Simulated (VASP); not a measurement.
# Ti3Al (Fm-3m) in VASP: further runs, part 3 of 3

VASP 6.6.1. The steps go on from the part before.

### Step 6. Single point, PBE

This run uses another cell than the first one, of 17.55 Å³/atom, 1.083 times its volume.

The input, INCAR:

```
PREC = Accurate
ENCUT = 500
EDIFF = 1E-6
ISMEAR = -1
SIGMA = 0.05
LREAL = F
LASPH = T
NELM = 120
ALGO = Normal
ISIF = 2
LWAVE = F
LCHARG = F
GGA = PE
NBANDS = 28
GGA_COMPAT = F
```

The input, KPOINTS:

```
regular mesh
0
Gamma
  7 7 7
```

The input, POSCAR:

```
Ti3Al
1.0
    0.0000000000      3.2743093112      3.2743093112
    3.2743093112      0.0000000000      3.2743093112
    3.2743093112      3.2743093112      0.0000000000
Ti Al
3 1
Direct
    0.0000000000      0.0000000000      0.0000000000
    0.2500000000      0.2500000000      0.2500000000
    0.7500000000      0.7500000000      0.7500000000
    0.5000000000      0.5000000000      0.5000000000
```

Potentials or basis: VASP PAW PBE potentials, release 64 (Ti_sv, Al).

Started as:

```
$ cat potpaw_PBE.64/Ti_sv/POTCAR potpaw_PBE.64/Al/POTCAR > POTCAR
$ mpirun -np 1 vasp_std > vasp.out
```

OUTCAR:

```text
PREC = Accurate
   ENCUT = 500
   EDIFF = 1E-6
   ISMEAR = -1
   LREAL = F
   LASPH = T
   NELM = 120
   ISIF = 2
   GGA = PE

 ion  position               nearest neighbor table
   1  0.000  0.000  0.000-   2 2.84   3 2.84   3 2.84   3 2.84   3 2.84   2 2.84   2 2.84   2 2.84

   2  0.250  0.250  0.250-   1 2.84   4 2.84   1 2.84   1 2.84   1 2.84   4 2.84   4 2.84   4 2.84

   3  0.750  0.750  0.750-   1 2.84   4 2.84   4 2.84   4 2.84   4 2.84   1 2.84   1 2.84   1 2.84

   4  0.500  0.500  0.500-   2 2.84   3 2.84   2 2.84   2 2.84   2 2.84   3 2.84   3 2.84   3 2.84

  LATTYP: Found a face centered cubic cell.
 ALAT       =     6.5486186224

  Lattice vectors:

 A1 = (   0.0000000000,   3.2743093112,   3.2743093112)
 A2 = (   3.2743093112,   0.0000000000,   3.2743093112)
 A3 = (   3.2743093112,   3.2743093112,   0.0000000000)

Analysis of symmetry for initial positions (statically):
=====================================================================
 Subroutine PRICEL returns:
 Original cell was already a primitive cell.

 Routine SETGRP: Setting up the symmetry group for a
 face centered cubic supercell.

 Subroutine GETGRP returns: Found 48 space group operations
[... 9 lines left out ...]

 Routine SETGRP: Setting up the symmetry group for a
 face centered cubic supercell.

 Subroutine GETGRP returns: Found 48 space group operations
[... 11 lines left out ...]
                                     Primitive cell

  volume of cell :      70.2084

  direct lattice vectors                    reciprocal lattice vectors
     0.000000000  3.274309311  3.274309311    -0.152703961  0.152703961  0.152703961
     3.274309311  0.000000000  3.274309311     0.152703961 -0.152703961  0.152703961
     3.274309311  3.274309311  0.000000000     0.152703961  0.152703961 -0.152703961

  length of vectors
     4.630572635  4.630572635  4.630572635     0.264491018  0.264491018  0.264491018

  position of ions in fractional coordinates (direct lattice)
[... 94 lines left out ...]
   EFERMI_NEDOS =   21; number of points for ismear=-14 and -15
   IALGO  =     38    algorithm
   IMIX   =      4    mixing-type and parameters
     AMIX     =   0.40;   BMIX     =  1.00
     AMIX_MAG =   1.60;   BMIX_MAG =  1.00
  volume/ion in A,a.u.               =      17.55       118.45
  Fermi-wavevector in a.u.,A,eV,Ry     =   1.345757  2.543112 24.640995  1.811062
  Thomas-Fermi vector in A             =   2.473644
   LORBIT       =      0    0 simple, 1 ext, 2 COOP (PROOUT), +10 PAW based schemes
   GGA     = PE    functional components
   LHFCALC =     F    Hartree Fock is set to
   AEXX    =    0.0000 exact exchange contribution
   IVDW    =     0    specifies the selected vdW correction
   LEPSILON=     F    determine dielectric tensor
   LRPA    =     F    only Hartree local field effects (RPA)
 non-spin polarized calculation
  energy-cutoff  :      500.00
  volume of cell :       70.21
 maximum number of plane-waves:      1807
 NGX is ok and might be reduce to    36
   NGX = 17   NGY = 17   NGZ = 17

 number of electron      38.9999986 magnetization

 Free energy of the ion-electron system (eV)
  ---------------------------------------------------
  ext. energy  EPLUGINS =         0.00000000
  ---------------------------------------------------
  free energy    TOTEN  =       -27.78003515 eV

  energy without entropy =      -27.71075952  energy(sigma->0) =      -27.74539734

 E-fermi :   7.6972     XC(G=0): -11.0785

 val. band max:        7.6956439805   @ k =   0.4286   0.1429   0.0000
 cond. band min:       7.6984920317   @ k =  -0.4286   0.4286   0.1429
 fundamental gap:      0.0028480511
 Fermi energy:         7.6972409155

 k-point     1 :       0.0000    0.0000    0.0000
  band No.  band energies     occupation
      1     -49.0117      2.00000
      2     -48.9633      2.00000
      3     -48.7086      2.00000
      4     -25.2813      2.00000
      5     -25.2813      2.00000
      6     -25.2813      2.00000
[... 609 lines left out ...]
     27      10.3154      0.00000
     28      10.3545      0.00000

------------------------ aborting loop because EDIFF is reached ----------------------------------------

  FORCE on cell =-STRESS in cart. coord.  units (eV):
  Direction    XX          YY          ZZ          XY          YZ          ZX
  --------------------------------------------------------------------------------------
  -------------------------------------------------------------------------------------
  Total       -2.2340246     -2.2340246     -2.2340246     -0.0000000      0.0000000      0.0000000
  in kB      -50.9811262    -50.9811262    -50.9811262     -0.0000000      0.0000000      0.0000000
  external PRESSURE =     -50.9811262 kB  Pullay stress =       0.0000000 kB

 VOLUME and BASIS-vectors are now :
 -----------------------------------------------------------------------------
  energy-cutoff  :      500.00
  volume of cell :       70.21
      direct lattice vectors                 reciprocal lattice vectors
     0.000000000  3.274309311  3.274309311    -0.152703961  0.152703961  0.152703961
     3.274309311  0.000000000  3.274309311     0.152703961 -0.152703961  0.152703961
     3.274309311  3.274309311  0.000000000     0.152703961  0.152703961 -0.152703961

 POSITION                                       TOTAL-FORCE (eV/Angst)
 -----------------------------------------------------------------------------------
      0.00000      0.00000      0.00000        -0.000000     -0.000000      0.000000
      1.63715      1.63715      1.63715        -0.000000     -0.000000     -0.000000
      4.91146      4.91146      4.91146         0.000000      0.000000      0.000000
      3.27431      3.27431      3.27431        -0.000000     -0.000000      0.000000
 -----------------------------------------------------------------------------------
    total drift:                                0.000000      0.000000      0.000000

  FREE ENERGIE OF THE ION-ELECTRON SYSTEM (eV)
  ---------------------------------------------------
  free  energy   TOTEN  =       -27.7800351548 eV

  energy  without entropy=      -27.7107595215  energy(sigma->0) =      -27.74539734
```

OSZICAR:

```text
N       E                     dE             d eps       ncg     rms          rms(c)
DAV:   1     0.450714649990E+03    0.45071E+03   -0.18779E+04  1120   0.155E+03
DAV:   2     0.187085818122E+02   -0.43201E+03   -0.42472E+03  1124   0.477E+02
DAV:   3    -0.275089669383E+02   -0.46218E+02   -0.45332E+02  2060   0.138E+02
DAV:   4    -0.317110649908E+02   -0.42021E+01   -0.41820E+01  1684   0.346E+01
DAV:   5    -0.318905426775E+02   -0.17948E+00   -0.17934E+00  1740   0.644E+00    0.147E+01
DAV:   6    -0.277179096927E+02    0.41726E+01   -0.25237E+01  1548   0.357E+01    0.360E+00
DAV:   7    -0.280395356124E+02   -0.32163E+00   -0.35650E+00  1864   0.194E+01    0.506E+00
DAV:   8    -0.277681659798E+02    0.27137E+00   -0.11169E+00  1584   0.783E+00    0.234E+00
DAV:   9    -0.277957503994E+02   -0.27584E-01   -0.38946E-01  1384   0.459E+00    0.102E+00
DAV:  10    -0.277786684904E+02    0.17082E-01   -0.91527E-02  1316   0.283E+00    0.204E-01
DAV:  11    -0.277805526097E+02   -0.18841E-02   -0.12941E-02  1612   0.682E-01    0.207E-01
DAV:  12    -0.277800305411E+02    0.52207E-03   -0.42922E-03  1536   0.470E-01    0.666E-02
DAV:  13    -0.277800535814E+02   -0.23040E-04   -0.21789E-04  1496   0.120E-01    0.373E-02
DAV:  14    -0.277800346207E+02    0.18961E-04   -0.84359E-05  1476   0.693E-02    0.861E-03
DAV:  15    -0.277800354774E+02   -0.85664E-06   -0.17685E-05  1596   0.290E-02    0.791E-03
DAV:  16    -0.277800351548E+02    0.32260E-06   -0.11907E-06   856   0.896E-03
   1 F= -.27780035E+02 E0= -.27745397E+02  d E =-.692756E-01
```

stdout:

```text
POSCAR found type information on POSCAR TiAl
 POSCAR found :  2 types and       4 ions
 scaLAPACK will be used
 LDA part: xc-table for (Slater+PW92), standard interpolation
 POSCAR, INCAR and KPOINTS ok, starting setup
 FFT: planning ... GRIDC
 FFT: planning ... GRID_SOFT
 FFT: planning ... GRID
 WAVECAR not read
 entering main loop
```

Run time: 64 s. Hardware: 1 thread of Intel Xeon Platinum 8259CL at 2.50GHz (Skylake/Cascade Lake), shared host; peak memory 0.21 GiB.

What came out:

```yaml
Free_energy: -27.7800 eV
Pressure: -5.1 GPa
```

Levels at points of the mesh, in eV from the Fermi level:
```tsv
k point	band 15	band 16	band 17	band 18	band 19	band 20	band 21	band 22	band 23	band 24
(0.00, 0.00, 0.00)	-1.62	-1.62	-1.52	-1.52	0.01	0.01	0.01	2.14	2.14	2.14
```

### Step 7. Overview

```csv
cell,gap on the mesh (eV),pressure (GPa)
"a = 4.509 Å, angles 60.0°, 4 atoms",none,3.6
"a = 4.540 Å, angles 60.0°, 4 atoms",none,1.1
"a = 4.570 Å, angles 60.0°, 4 atoms",none,-1.2
"a = 4.601 Å, angles 60.0°, 4 atoms",none,-3.2
"a = 4.631 Å, angles 60.0°, 4 atoms",none,-5.1
```

Alike in all rows: task single point; level PBE; potentials or basis VASP PAW PBE potentials, release 64 (Ti_sv, Al); no spin polarisation; k mesh 7 × 7 × 7; cutoff (eV) 500; smearing fermi-dirac 0.05 eV.

Total energies depend on the potentials used, so only differences within one code and one set of settings carry meaning.
